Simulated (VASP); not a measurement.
# FePt (P-6m2) in VASP: a series of runs, part 2 of 2

VASP 6.6.1. The steps go on from the part before.

**5. Single point, PBE, collinear spin, ferromagnetic start**

This run uses another cell than the first one, of 14.10 Å³/atom.

Contents of INCAR:

```
PREC     = Accurate       # precision mode
ENCUT    = 600            # plane-wave cutoff, eV
EDIFF    = 1E-6           # SCF threshold, eV
ISMEAR   = 0              # smearing method
SIGMA    = 0.1            # smearing width, eV
LREAL    = F              # projectors in reciprocal space
LASPH    = T              # aspherical terms in the spheres
NELM     = 200            # most SCF steps
ALGO     = Normal         # electronic algorithm
ISIF     = 2              # what is computed and relaxed
LWAVE    = F              # write WAVECAR
LCHARG   = T              # write CHGCAR
ISPIN    = 2              # spin polarisation
MAGMOM   = 3.22 0.32      # initial moments
LORBIT   = 11             # projections on sites
LMAXMIX  = 4              # l up to which the mixer works
GGA      = PE             # functional
LELF     = T              # ELF
LVHAR    = T            
NBANDS   = 20             # bands
GGA_COMPAT= F
```

Contents of KPOINTS:

```
Automatic mesh
0
Gamma
  24 24 12
```

Contents of POSCAR:

```
FePt
1.0
    2.7291725120      0.0000000000      0.0000000000
   -1.3645862560      2.3635327267      0.0000000000
    0.0000000000      0.0000000000      4.3707703825
Fe Pt
1 1
Direct
    0.6666666667      0.3333333333      0.5000000000
    0.3333333333      0.6666666667      0.0000000000
```

Potentials or basis: VASP PAW PBE potentials, release 64 (Fe, Pt).

Run with:

```bash
> cat potpaw_PBE.64/Fe/POTCAR potpaw_PBE.64/Pt/POTCAR > POTCAR
> mpirun -np 1 vasp_std > vasp.out
```

OUTCAR:

```text
PREC = Accurate
   ENCUT = 600
   EDIFF = 1E-6
   ISMEAR = 0
   LREAL = F
   LASPH = T
   NELM = 200
   ISIF = 2
   ISPIN = 2
   LORBIT = 11
   GGA = PE

 ion  position               nearest neighbor table
   1  0.667  0.333  0.500-   2 2.69   2 2.69   2 2.69   2 2.69   2 2.69   2 2.69
   2  0.333  0.667  0.000-   1 2.69   1 2.69   1 2.69   1 2.69   1 2.69   1 2.69

  LATTYP: Found a hexagonal cell.
 ALAT       =     2.7291725120
 C/A-ratio  =     1.6015002215

  Lattice vectors:

 A1 = (   2.7291725120,   0.0000000000,   0.0000000000)
 A2 = (  -1.3645862560,   2.3635327267,   0.0000000000)
 A3 = (   0.0000000000,   0.0000000000,   4.3707703825)

Analysis of symmetry for initial positions (statically):
=====================================================================
 Subroutine PRICEL returns:
 Original cell was already a primitive cell.

 Routine SETGRP: Setting up the symmetry group for a
 hexagonal supercell.

 Subroutine GETGRP returns: Found 12 space group operations
 (whereof 12 operations were pure point group operations)
 out of a pool of 24 trial point group operations.

The static configuration has the point symmetry D_3h.

Analysis of symmetry for dynamics (positions and initial velocities):
=====================================================================
 Subroutine PRICEL returns:
 Original cell was already a primitive cell.

 Routine SETGRP: Setting up the symmetry group for a
 hexagonal supercell.

 Subroutine GETGRP returns: Found 12 space group operations
 (whereof 12 operations were pure point group operations)
 out of a pool of 24 trial point group operations.

The dynamic configuration has the point symmetry D_3h.

Analysis of structural, dynamic, and magnetic symmetry:
=====================================================================
 Subroutine PRICEL returns:
 Original cell was already a primitive cell.

 Routine SETGRP: Setting up the symmetry group for a
 hexagonal supercell.

 Subroutine GETGRP returns: Found 12 space group operations
 (whereof 12 operations were pure point group operations)
 out of a pool of 24 trial point group operations.

The overall configuration has the point symmetry D_3h.

 Subroutine INISYM returns: Found 12 space group operations
 (whereof 12 operations are pure point group operations),
 and found     1 'primitive' translations

----------------------------------------------------------------------------------------

                                     Primitive cell

  volume of cell :      28.1936

  direct lattice vectors                    reciprocal lattice vectors
     2.729172512  0.000000000  0.000000000     0.366411429  0.211547737  0.000000000
    -1.364586256  2.363532727  0.000000000     0.000000000  0.423095474  0.000000000
     0.000000000  0.000000000  4.370770382     0.000000000  0.000000000  0.228792618

  length of vectors
     2.729172512  2.729172512  4.370770382     0.423095474  0.423095474  0.228792618

  position of ions in fractional coordinates (direct lattice)
     0.666666667  0.333333333  0.500000000
     0.333333333  0.666666667  0.000000000

  ion indices of the primitive-cell ions
   primitive index   ion index
                 1           1
[... 65 lines left out ...]
   ISTART =      0    job   : 0-new  1-cont  2-samecut
   ICHARG =      2    charge: 1-file 2-atom 10-const
   ISPIN  =      2    spin polarized calculation?
   LNONCOLLINEAR =      F non collinear calculations
   LSORBIT =      F    spin-orbit coupling
   LASPH  =      T    aspherical Exc in radial PAW
   ENCUT  =  600.0 eV  44.10 Ry    6.64 a.u.   5.45  5.45  8.73*2*pi/ulx,y,z
   NELM   =    200;   NELMIN=  2; NELMDL= -5     # of ELM steps
   EDIFF  = 0.1E-05   stopping-criterion for ELM
   LREAL  =      F    real-space projection
   EDIFFG = 0.1E-04   stopping-criterion for IOM
   NSW    =      0    number of steps for IOM
   IBRION =     -1    ionic relax: 0-MD 1-quasi-New 2-CG
   NFREE  =      0    steps in history (QN), initial steepest desc. (CG)
   ISIF   =      2    stress and relaxation
   ISYM   =      2    0-nonsym 1-usesym 2-fastsym
   POTIM  = 0.5000    time-step for ionic-motion
   TEBEG  =    0.0;   TEEND  =   0.0 temperature during run
   PSTRESS=    0.0 pullay stress
   NELECT =      18.0000    total number of electrons
   NUPDOWN=      -1.0000    fix difference up-down
   EMIN   =  10.00;   EMAX   =-10.00  energy-range for DOS
   EFERMI =   0.00;   METHOD = LEGACY
   ISMEAR =     0;   SIGMA  =   0.10  broadening in eV -4-tet -1-fermi 0-gaus
   EFERMI_NEDOS =   21; number of points for ismear=-14 and -15
   IALGO  =     38    algorithm
   IMIX   =      4    mixing-type and parameters
     AMIX     =   0.40;   BMIX     =  1.00
     AMIX_MAG =   1.60;   BMIX_MAG =  1.00
  volume/ion in A,a.u.               =      14.10        95.13
  Fermi-wavevector in a.u.,A,eV,Ry     =   1.409664  2.663878 27.036835  1.987151
  Thomas-Fermi vector in A             =   2.531696
   LORBIT       =     11    0 simple, 1 ext, 2 COOP (PROOUT), +10 PAW based schemes
   GGA     = PE    functional components
   LHFCALC =     F    Hartree Fock is set to
   AEXX    =    0.0000 exact exchange contribution
   IVDW    =     0    specifies the selected vdW correction
   LEPSILON=     F    determine dielectric tensor
   LRPA    =     F    only Hartree local field effects (RPA)
 spin polarized calculation
 Gauss-broadening in eV      SIGMA  =   0.10
  energy-cutoff  :      600.00
  volume of cell :       28.19
 maximum number of plane-waves:       971
 NGX is ok and might be reduce to    24
   NGX = 11   NGY = 11   NGZ = 17

 number of electron      17.9999998 magnetization       3.1549016

 Free energy of the ion-electron system (eV)
  ---------------------------------------------------
  ext. energy  EPLUGINS =         0.00000000
  ---------------------------------------------------
  free energy    TOTEN  =       -14.57391377 eV

  energy without entropy =      -14.56660942  energy(sigma->0) =      -14.57026159

 E-fermi :   8.4163     XC(G=0): -12.9290

 val. band max:        8.4160830843   @ k =   0.2083   0.1250   0.5000
 cond. band min:       8.4171540313   @ k =   0.3333   0.0833   0.2500
 fundamental gap:      0.0010709470
 Fermi energy:         8.4163269592

 spin component 1

 k-point     1 :       0.0000    0.0000    0.0000
  band No.  band energies     occupation
      1      -1.1388      1.00000
      2       2.0326      1.00000
      3       4.6798      1.00000
      4       4.6798      1.00000
      5       5.4247      1.00000
      6       5.9967      1.00000
[... 541 lines left out ...]
     19      27.6952      0.00000
     20      28.4772      0.00000

 [... further k-points ...]

 spin component 2

 k-point     1 :       0.0000    0.0000    0.0000
  band No.  band energies     occupation
      1      -1.0390      1.00000
      2       2.3457      1.00000
      3       4.8996      1.00000
      4       4.8996      1.00000
      5       6.9680      1.00000
      6       6.9680      1.00000
[... 541 lines left out ...]
     19      28.1679      0.00000
     20      28.8952      0.00000

 [... further k-points ...]

------------------------ aborting loop because EDIFF is reached ----------------------------------------

  FORCE on cell =-STRESS in cart. coord.  units (eV):
  Direction    XX          YY          ZZ          XY          YZ          ZX
  --------------------------------------------------------------------------------------
  -------------------------------------------------------------------------------------
  Total       -0.0567886     -0.0567886     -0.0549676      0.0000000     -0.0000000      0.0000000
  in kB       -3.2271621     -3.2271621     -3.1236807      0.0000000     -0.0000000      0.0000000
  external PRESSURE =      -3.1926683 kB  Pullay stress =       0.0000000 kB

 VOLUME and BASIS-vectors are now :
 -----------------------------------------------------------------------------
  energy-cutoff  :      600.00
  volume of cell :       28.19
      direct lattice vectors                 reciprocal lattice vectors
     2.729172512  0.000000000  0.000000000     0.366411429  0.211547737  0.000000000
    -1.364586256  2.363532727  0.000000000     0.000000000  0.423095474  0.000000000
     0.000000000  0.000000000  4.370770382     0.000000000  0.000000000  0.228792618

 POSITION                                       TOTAL-FORCE (eV/Angst)
 -----------------------------------------------------------------------------------
      1.36459      0.78784      2.18539         0.000000     -0.000000      0.000000
     -0.00000      1.57569      0.00000        -0.000000      0.000000      0.000000
 -----------------------------------------------------------------------------------
    total drift:                                0.000000     -0.000000      0.000000

  FREE ENERGIE OF THE ION-ELECTRON SYSTEM (eV)
  ---------------------------------------------------
  free  energy   TOTEN  =       -14.5739137692 eV

  energy  without entropy=      -14.5666094176  energy(sigma->0) =      -14.57026159

 total charge

# of ion       s       p       d       tot
------------------------------------------
    1        0.402   0.414   6.142   6.957
    2        0.697   0.663   8.035   9.395
--------------------------------------------------
tot          1.098   1.077  14.177  16.351

 magnetization (x)

# of ion       s       p       d       tot
------------------------------------------
    1       -0.007  -0.020   2.907   2.880
    2       -0.013  -0.050   0.333   0.271
--------------------------------------------------
tot         -0.020  -0.069   3.240   3.151
```

Run time: 3 min. Hardware: 1 thread of Intel Xeon 6975P-C (Granite Rapids), shared host; peak memory 0.55 GiB.

What came out:

```yaml
Free_energy: -14.5739 eV
Pressure: -0.3 GPa
Net_moment: 3.15 μB per cell
Site_moments: Fe +2.88; Pt +0.27 μB
Valence_electrons_inside_the_program's_atomic_spheres: Fe 6.96; Pt 9.39
```

Levels at points of the mesh, in eV from the Fermi level:
Spin up:
| k point | band 7 | band 8 | band 9 | band 10 | band 11 | band 12 | band 13 | band 14 | band 15 | band 16 |
| --- | --- | --- | --- | --- | --- | --- | --- | --- | --- | --- |
| (0.00, 0.00, 0.00) | -2.42 | -2.39 | -2.39 | -0.85 | -0.85 | -0.32 | 5.70 | 15.52 | 19.25 | 20.21 |
| (0.50, 0.00, 0.00) | -2.51 | -1.07 | -0.61 | 0.12 | 1.02 | 3.39 | 8.10 | 8.34 | 11.32 | 11.75 |
| (0.00, 0.00, 0.50) | -2.82 | -2.82 | -1.58 | -1.58 | -1.02 | -1.02 | 12.07 | 15.01 | 15.40 | 19.13 |
| (0.50, 0.00, 0.50) | -1.45 | -1.11 | -1.03 | 0.13 | 1.09 | 1.28 | 6.02 | 6.72 | 15.02 | 15.16 |
Spin down:
```
           k point  band 5  band 6  band 7  band 8  band 9  band 10  band 11  band 12
(0.00, 0.00, 0.00)   -1.45   -1.45   -0.91   -0.23    0.24     0.24     1.47     1.47
(0.50, 0.00, 0.00)   -2.09   -0.69   -0.35    0.35    1.72     1.96     2.66     3.97
(0.00, 0.00, 0.50)   -3.59   -1.59   -1.59   -0.63    0.67     0.67     1.36     1.36
(0.50, 0.00, 0.50)   -1.63   -0.25    0.27    0.38    0.85     1.96     2.13     2.23
```

Caveat: spin-orbit coupling is left out, which moves the levels of the heavy elements.

**6. The runs side by side**

| task | cell | k mesh | gap on the mesh (eV) | pressure (GPa) | moment (μB) |
| --- | --- | --- | --- | --- | --- |
| single point | a = 2.702, b = 2.702, c = 4.340 Å, angles 90.0, 90.0, 120.0°, 2 atoms | 6 × 6 × 4 | none | 4.8 | 3.09 |
| single point | a = 2.717, b = 2.717, c = 4.402 Å, angles 90.0, 90.0, 120.0°, 2 atoms | 6 × 6 × 4 | none | -0.6 | 3.14 |
| relaxation of cell and atoms | relaxed from a = 2.702, b = 2.702, c = 4.340 Å, angles 90.0, 90.0, 120.0°, 2 atoms | 6 × 6 × 4 | none | 0.1 | 3.13 |
| single point | a = 2.729, b = 2.729, c = 4.371 Å, angles 90.0, 90.0, 120.0°, 2 atoms | 24 × 24 × 12 | none | -0.3 | 3.15 |

Alike in all rows: level PBE; potentials or basis VASP PAW PBE potentials, release 64 (Fe, Pt); spin collinear, ferromagnetic start; cutoff (eV) 600; smearing gaussian 0.1 eV.

Caveats: some runs use coarse meshes; spin-orbit coupling is left out, which moves the levels of the heavy elements.

Total energies depend on the potentials used, so only differences within one code and one set of settings carry meaning.

The gap in the log of VASP goes by the Fermi energy; the results here count the filled bands.